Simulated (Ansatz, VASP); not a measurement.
# Two plane-wave programs on K3Zr2S

INCAR

```
SYSTEM = K3Zr2S
PREC     = Accurate       ! precision mode
ENCUT    = 520            ! plane-wave cutoff, eV
EDIFF    = 1E-7           ! SCF threshold, eV
ISMEAR   = 0              ! smearing method
SIGMA    = 0.1            ! smearing width, eV
LREAL    = .False.        ! projectors in reciprocal space
LASPH    = .True.         ! aspherical terms in the spheres
NELM     = 150            ! most SCF steps
ALGO     = Normal         ! electronic algorithm
ISIF     = 2              ! what is computed and relaxed
LWAVE    = .False.        ! write WAVECAR
LCHARG   = .False.        ! write CHGCAR
ISPIN    = 2              ! spin polarisation
MAGMOM   = 0 0 0 1 1 0    ! initial moments
LORBIT   = 11             ! projections on sites
LMAXMIX  = 4              ! l up to which the mixer works
GGA      = PE             ! functional
NBANDS   = 42             ! bands
```

The input KPOINTS:

```
regular mesh
0
Gamma
  6 6 2
  0 0 0
```

Contents of POSCAR:

```
K3Zr2S
1.0
    5.2758537607      0.0000000000      0.0000000000
   -2.6379268803      4.5690233834      0.0000000000
    0.0000000000      0.0000000000      8.6127821193
K Zr S
3 2 1
Direct
    0.3333333333      0.6666666667      0.1148030910
    0.6666666667      0.3333333333      0.8851969090
    0.0000000000      0.0000000000      0.5000000000
    0.3333333333      0.6666666667      0.5682907657
    0.6666666667      0.3333333333      0.4317092343
    0.0000000000      0.0000000000      0.0000000000
```

Input for Ansatz:

```yaml
crystal:
  lattice:
    - [5.2758537607, 0.0, 0.0]
    - [-2.6379268803, 4.5690233834, 0.0]
    - [0.0, 0.0, 8.6127821193]
  atoms:
    - { symbol: K, position: [0.3333333333, 0.6666666667, 0.114803091] }
    - { symbol: K, position: [0.6666666667, 0.3333333333, 0.885196909] }
    - { symbol: K, position: [0.0, 0.0, 0.5] }
    - { symbol: Zr, position: [0.3333333333, 0.6666666667, 0.5682907657], spin: 1.0 }
    - { symbol: Zr, position: [0.6666666667, 0.3333333333, 0.4317092343], spin: 1.0 }
    - { symbol: S, position: [0.0, 0.0, 0.0] }
basis:
  ecutwfc: 420
kpoints:
  mp_grid: { grid: [6, 6, 2] }
hamiltonian:
  xc: pbe
scf:
  occupations: { method: gaussian, width: 0.1 }
  lower_state_search: "off"
output:
  forces: true
  stress: true
  eigenvalues: true
  populations: true
magnetization:
  spin_polarized: true
```

Change from the starting cell: species swapped into the CaSm2S3 type (P-3m1, No. 164).

Alike in both runs: task single point; functional PBE; k mesh 6 × 6 × 2; occupations gaussian, width 0.1 eV; collinear spin.

|  | VASP | Ansatz |
| --- | --- | --- |
| version | VASP 6.6.1 | Ansatz 0.2.0 |
| potentials or method | VASP PAW PBE potentials, release 64 (K_sv, Zr_sv, S), cutoff 520 eV | scalar-relativistic, plane waves, PAW |
| valence electrons in the cell | 57 | 57 |

Ansatz gave:

- gap on the k mesh at the Fermi level (eV): none
- pressure (GPa): 0.8
- traceless stress, the component that is largest in VASP (GPa): -1.52
- rms of the force components (eV/Å): 0.142
- net moment per atom (μB): 0.55
- size of the moment on the site where the two differ most (μB): 0.89

**Question.** What did VASP give for the same quantities?

**Answer.** gap on the k mesh at the Fermi level (eV): none; pressure (GPa): 0.9; traceless stress, the component that is largest in VASP (GPa): -1.56; rms of the force components (eV/Å): 0.140; net moment per atom (μB): 0.56; size of the moment on the site where the two differ most (μB): 0.84.

Site moments also hang on the region over which each program counts them. Atom by atom the forces differ by 0.002 eV/Å (rms over components). A gap of «none» marks a metal or a gap that the smearing closes.

The k mesh is coarse, so the values compare programs but aren't converged.
